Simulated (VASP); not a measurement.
Input of a VASP 6.6.1 run:

File INCAR:

```
SYSTEM = CdS
PREC = Accurate
ENCUT = 520
EDIFF = 1E-6
ISMEAR = -1
SIGMA = 0.03
LREAL = .FALSE.
LASPH = .TRUE.
NELM = 100
ALGO = Normal
ISIF = 2
LWAVE = .FALSE.
LCHARG = .FALSE.
GGA = PS
IBRION = 2
NSW = 50
EDIFFG = -0.01
```

Contents of KPOINTS:

```
regular mesh
0
G
  8 8 8
  0 0 0
```

The input POSCAR:

```
CdS
1.0
    0.0000000000      2.5493013765      2.5493013765
    2.5493013765      0.0000000000      2.5493013765
    2.5493013765      2.5493013765      0.0000000000
Cd S
1 1
Direct
    0.0000000000      0.0000000000      0.0000000000
    0.7500000000      0.7500000000      0.7500000000
```

Potentials or basis: VASP PAW PBE potentials, release 64 (Cd, S).

Command:

```sh
$ cat potpaw_PBE.64/Cd/POTCAR potpaw_PBE.64/S/POTCAR > POTCAR
$ mpirun -np 1 vasp_std > vasp.out
```

(1) What does it give for the band gap on the k mesh?

Results:

(1) 1.66 eV, direct.

Caveat: the relaxation stopped at its first step, so nothing moved.
